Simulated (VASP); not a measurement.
# Ni (Fm-3m) in VASP: further runs

Runs on Ni. Level: LDA. Tasks: single point, relaxation of cell and atoms.

Everything below comes from runs of VASP 6.6.1. Logs are shortened: lines on timing, memory, paths and dates and some standing lists are left out, and cuts for length are marked.

### Step 1. The cell of the first run

The structure is cubic, space group Fm-3m (No. 225). Conventional cell: a = 3.428 Å, b = 3.428 Å, c = 3.428 Å, α = 90.00°, β = 90.00°, γ = 90.00°. Ni (site symmetry m-3m) has 12 Ni at 2.42 Å within 3.2 Å.

### Step 2. Single point, LDA, collinear spin, ferromagnetic start

Input file INCAR:

```
SYSTEM = Ni
PREC = Accurate
ENCUT = 600
EDIFF = 1E-6
ISMEAR = -1
SIGMA = 0.1
LREAL = .False.
LASPH = .True.
NELM = 200
ALGO = Normal
ISIF = 2
LWAVE = .False.
LCHARG = .False.
ISPIN = 2
MAGMOM = 1.5
LORBIT = 11
LMAXMIX = 4
GGA = CA
NBANDS = 15
GGA_COMPAT = .False.
```

Input file KPOINTS:

```
regular mesh
0
Gamma
  8 8 8
  0 0 0
```

Input file POSCAR:

```
Ni
1.0
    0.0000000000      1.7139973474      1.7139973474
    1.7139973474      0.0000000000      1.7139973474
    1.7139973474      1.7139973474      0.0000000000
Ni
1
Direct
    0.0000000000      0.0000000000      0.0000000000
```

Potentials or basis: VASP PAW LDA potentials, release 64 (Ni).

On the command line:

```console
$ cat potpaw_LDA.64/Ni/POTCAR > POTCAR
$ mpirun -np 1 vasp_std > vasp.out
```

OUTCAR:

```text
SYSTEM = Ni
   PREC = Accurate
   ENCUT = 600
   EDIFF = 1E-6
   ISMEAR = -1
   LREAL = .False.
   LASPH = .True.
   NELM = 200
   ISIF = 2
   ISPIN = 2
   LORBIT = 11
   GGA = CA

 ion  position               nearest neighbor table
   1  0.000  0.000  0.000-

  LATTYP: Found a face centered cubic cell.
 ALAT       =     3.4279946948

  Lattice vectors:

 A1 = (   0.0000000000,   1.7139973474,   1.7139973474)
 A2 = (   1.7139973474,   0.0000000000,   1.7139973474)
 A3 = (   1.7139973474,   1.7139973474,   0.0000000000)

Analysis of symmetry for initial positions (statically):
=====================================================================
 Subroutine PRICEL returns:
 Original cell was already a primitive cell.

 Routine SETGRP: Setting up the symmetry group for a
 face centered cubic supercell.

 Subroutine GETGRP returns: Found 48 space group operations
 (whereof 48 operations were pure point group operations)
 out of a pool of 48 trial point group operations.

The static configuration has the point symmetry O_h .

Analysis of symmetry for dynamics (positions and initial velocities):
=====================================================================
 Subroutine PRICEL returns:
 Original cell was already a primitive cell.

 Routine SETGRP: Setting up the symmetry group for a
 face centered cubic supercell.

 Subroutine GETGRP returns: Found 48 space group operations
 (whereof 48 operations were pure point group operations)
 out of a pool of 48 trial point group operations.

The dynamic configuration has the point symmetry O_h .

Analysis of structural, dynamic, and magnetic symmetry:
=====================================================================
 Subroutine PRICEL returns:
 Original cell was already a primitive cell.

 Routine SETGRP: Setting up the symmetry group for a
 face centered cubic supercell.

 Subroutine GETGRP returns: Found 48 space group operations
 (whereof 48 operations were pure point group operations)
 out of a pool of 48 trial point group operations.

The overall configuration has the point symmetry O_h .

 Subroutine INISYM returns: Found 48 space group operations
 (whereof 48 operations are pure point group operations),
 and found     1 'primitive' translations

----------------------------------------------------------------------------------------

                                     Primitive cell

  volume of cell :      10.0707

  direct lattice vectors                    reciprocal lattice vectors
     0.000000000  1.713997347  1.713997347    -0.291715737  0.291715737  0.291715737
[... 125 lines left out ...]
 Free energy of the ion-electron system (eV)
  ---------------------------------------------------
  ext. energy  EPLUGINS =         0.00000000
  ---------------------------------------------------
  free energy    TOTEN  =        -6.60044828 eV

  energy without entropy =       -6.54652034  energy(sigma->0) =       -6.57348431

 E-fermi :  10.1507     XC(G=0): -14.0794

 val. band max:       10.1260223225   @ k =  -0.2500   0.3750   0.1250
 cond. band min:      10.1578152232   @ k =   0.3750   0.3750   0.0000
 fundamental gap:      0.0317929006
 Fermi energy:        10.1507111785

 spin component 1

 k-point     1 :       0.0000    0.0000    0.0000
  band No.  band energies     occupation
      1       0.6276      1.00000
      2       7.5654      1.00000
      3       7.5654      1.00000
      4       7.5654      1.00000
      5       8.8408      1.00000
      6       8.8408      1.00000
      7      34.5909      0.00000
      8      38.9587      0.00000
      9      38.9587      0.00000
     10      38.9587      0.00000
     11      42.1985      0.00000
     12      42.1985      0.00000
     13      42.1985      0.00000
     14      45.1932      0.00000
[... 403 lines left out ...]
      4       8.2483      1.00000
      5       9.5285      0.99802
      6      13.7599      0.00000
      7      16.8079      0.00000
      8      26.9474      0.00000
      9      28.0244      0.00000
     10      37.0200      0.00000
     11      41.4557      0.00000
     12      48.9557      0.00000
     13      51.7865      0.00000
     14      52.3739      0.00000
     15      53.5299      0.00000

 [... further k-points ...]

 spin component 2

 k-point     1 :       0.0000    0.0000    0.0000
  band No.  band energies     occupation
      1       0.7013      1.00000
      2       8.2405      1.00000
      3       8.2405      1.00000
      4       8.2405      1.00000
      5       9.4847      0.99872
      6       9.4847      0.99872
      7      34.6040      0.00000
      8      39.0357      0.00000
      9      39.0357      0.00000
     10      39.0357      0.00000
     11      42.4065      0.00000
     12      42.4065      0.00000
     13      42.4065      0.00000
     14      45.1931      0.00000
[... 403 lines left out ...]
      4       8.8777      1.00000
      5      10.2610      0.24918
      6      14.0957      0.00000
      7      17.1793      0.00000
      8      27.1300      0.00000
      9      28.2055      0.00000
     10      37.1185      0.00000
     11      41.6094      0.00000
     12      49.0423      0.00000
     13      51.9295      0.00000
     14      52.7033      0.00000
     15      54.0492      0.00000

 [... further k-points ...]

------------------------ aborting loop because EDIFF is reached ----------------------------------------

  FORCE on cell =-STRESS in cart. coord.  units (eV):
  Direction    XX          YY          ZZ          XY          YZ          ZX
  --------------------------------------------------------------------------------------
  -------------------------------------------------------------------------------------
  Total       -0.0264078     -0.0264078     -0.0264078      0.0000000      0.0000000      0.0000000
  in kB       -4.2012922     -4.2012922     -4.2012922      0.0000000      0.0000000      0.0000000
  external PRESSURE =      -4.2012922 kB  Pullay stress =       0.0000000 kB

 VOLUME and BASIS-vectors are now :
 -----------------------------------------------------------------------------
  energy-cutoff  :      600.00
  volume of cell :       10.07
      direct lattice vectors                 reciprocal lattice vectors
     0.000000000  1.713997347  1.713997347    -0.291715737  0.291715737  0.291715737
     1.713997347  0.000000000  1.713997347     0.291715737 -0.291715737  0.291715737
     1.713997347  1.713997347  0.000000000     0.291715737  0.291715737 -0.291715737

 POSITION                                       TOTAL-FORCE (eV/Angst)
 -----------------------------------------------------------------------------------
      0.00000      0.00000      0.00000         0.000000      0.000000      0.000000
 -----------------------------------------------------------------------------------
    total drift:                               -0.000000     -0.000000     -0.000000

  FREE ENERGIE OF THE ION-ELECTRON SYSTEM (eV)
  ---------------------------------------------------
  free  energy   TOTEN  =        -6.6004482832 eV

  energy  without entropy=       -6.5465203418  energy(sigma->0) =       -6.57348431

 total charge

# of ion       s       p       d       tot
------------------------------------------
    1        0.535   0.575   8.356   9.466

 magnetization (x)

# of ion       s       p       d       tot
------------------------------------------
    1       -0.001  -0.013   0.693   0.679
```

OSZICAR:

```text
N       E                     dE             d eps       ncg     rms          rms(c)
DAV:   1     0.352340774909E+02    0.35234E+02   -0.46248E+03  1868   0.982E+02
DAV:   2    -0.607427884389E+01   -0.41308E+02   -0.38278E+02  1908   0.177E+02
DAV:   3    -0.763285257188E+01   -0.15586E+01   -0.15509E+01  2209   0.334E+01
DAV:   4    -0.764074617198E+01   -0.78936E-02   -0.78930E-02  2049   0.228E+00
DAV:   5    -0.764081548739E+01   -0.69315E-04   -0.69314E-04  2273   0.188E-01    0.115E+01
DAV:   6    -0.691324634353E+01    0.72757E+00   -0.12753E+01  2470   0.413E+01    0.559E+00
DAV:   7    -0.662608928024E+01    0.28716E+00   -0.20586E+00  2139   0.151E+01    0.219E+00
DAV:   8    -0.660439698379E+01    0.21692E-01   -0.31700E-02  2287   0.137E+00    0.100E+00
DAV:   9    -0.660103134163E+01    0.33656E-02   -0.22843E-03  2835   0.276E-01    0.285E-01
DAV:  10    -0.660053539350E+01    0.49595E-03   -0.17513E-04  2806   0.741E-02    0.687E-02
DAV:  11    -0.660044787989E+01    0.87514E-04   -0.56268E-05  2572   0.481E-02    0.243E-02
DAV:  12    -0.660044828323E+01   -0.40335E-06   -0.35629E-06  1928   0.122E-02
   1 F= -.66004483E+01 E0= -.65734843E+01  d E =-.539279E-01  mag=     0.6815
```

It took 16 s on 1 thread of AMD EPYC 7R13 (Zen 3), shared host; peak memory 0.09 GiB.

What came out:

| Quantity | Value |
| --- | --- |
| Free energy | -6.6004 eV |
| Pressure | -0.4 GPa |
| Net moment | 0.68 μB per cell |
| Site moments | Ni +0.68 μB |
| Valence electrons inside the program's atomic spheres | Ni 9.47 |

Caveat: the k points lie up to 0.40 Å⁻¹ apart.

### Step 3. Relaxation of cell and atoms, LDA, collinear spin, ferromagnetic start

This run uses another cell than the first one, of 10.94 Å³/atom.

Input file INCAR:

```
SYSTEM = Ni
ALGO = Normal
EDIFF = 1E-7
EDIFFG = -0.02
ENCUT = 600
GGA_COMPAT = .FALSE.
IBRION = 2
ISIF = 3
ISMEAR = -1
ISPIN = 2
LASPH = .TRUE.
LCHARG = .FALSE.
LMAXMIX = 4
LORBIT = 11
LREAL = .FALSE.
LWAVE = .FALSE.
MAGMOM = 1.5
NELM = 200
NELMIN = 4
NSW = 80
PREC = Accurate
SIGMA = 0.1
```

Input file KPOINTS:

```
k-points
0
G
  8 8 8
  0 0 0
```

Input file POSCAR:

```
Ni
1.0
    0.0000000000      1.7619350000      1.7619350000
    1.7619350000      0.0000000000      1.7619350000
    1.7619350000      1.7619350000      0.0000000000
Ni
1
Direct
    0.0000000000      0.0000000000      0.0000000000
```

Potentials or basis: VASP PAW LDA potentials, release 64 (Ni).

On the command line:

```console
$ cat potpaw_LDA.64/Ni/POTCAR > POTCAR
$ mpirun -np 1 vasp_std > vasp.out
```

Run time: 26 s. Hardware: 1 thread of AMD EPYC 7R13 (Zen 3), shared host; peak memory 0.1 GiB.

It converged, with:

```
Free energy                                           : -6.6010 eV
Relaxed volume                                        : 10.06 Å³/atom
Relaxed cell                                          : a = 2.423 Å, b = 2.423 Å, c = 2.423 Å, α = 60.00°, β = 60.00°, γ = 60.00°
Space group after relaxing (to 0.1 Å)                 : Fm-3m (No. 225)
Energy gained by relaxing                             : 50.5 meV/atom
Ionic steps                                           : 4
Pressure after relaxing                               : 0.1 GPa
Net moment                                            : 0.68 μB per cell
Site moments                                          : Ni +0.68 μB
Valence electrons inside the program's atomic spheres : Ni 9.47
```

The path:
```csv
step,energy change (eV),largest force (eV/Å),pressure (GPa),volume (Å³)
1,0.0000,0.0000,-17.00,10.94
2,0.0184,0.0000,28.08,9.20
3,-0.0505,0.0000,-0.35,10.08
4,-0.0505,0.0000,0.07,10.06
```

Final structure:
```cif
data_structure
_symmetry_space_group_name_H-M 'P 1'
_symmetry_Int_Tables_number 1
_cell_length_a 2.4232
_cell_length_b 2.4232
_cell_length_c 2.4232
_cell_angle_alpha 60.000
_cell_angle_beta 60.000
_cell_angle_gamma 60.000
_cell_volume 10.06
loop_
_atom_site_label
_atom_site_type_symbol
_atom_site_fract_x
_atom_site_fract_y
_atom_site_fract_z
_atom_site_occupancy
Ni1 Ni 0.00000 0.00000 0.00000 1
```

Levels at points of the mesh, in eV from the Fermi level:
Spin up:
```
           k point  band 3  band 4  band 5  band 6  band 7  band 8
(0.00, 0.00, 0.00)   -2.59   -2.59   -1.31   -1.31   24.45   28.82
(0.50, 0.00, 0.00)   -2.60   -0.53   -0.53   -0.39    6.28   22.93
(0.50, 0.50, 0.00)   -0.51   -0.35   -0.35    2.51    9.99   15.52
```
Spin down:
```tsv
k point	band 1	band 2	band 3	band 4	band 5	band 6	band 7	band 8	band 9	band 10
(0.00, 0.00, 0.00)	-9.46	-1.91	-1.91	-1.91	-0.67	-0.67	24.46	28.90	28.90	28.90
(0.50, 0.00, 0.00)	-4.82	-1.98	-1.98	-0.33	0.20	0.20	6.72	22.93	26.10	26.10
(0.50, 0.50, 0.00)	-4.72	-4.02	0.17	0.42	0.42	2.60	10.32	15.62	15.62	21.11
```

Caveat: the k points lie up to 0.40 Å⁻¹ apart in the final cell.
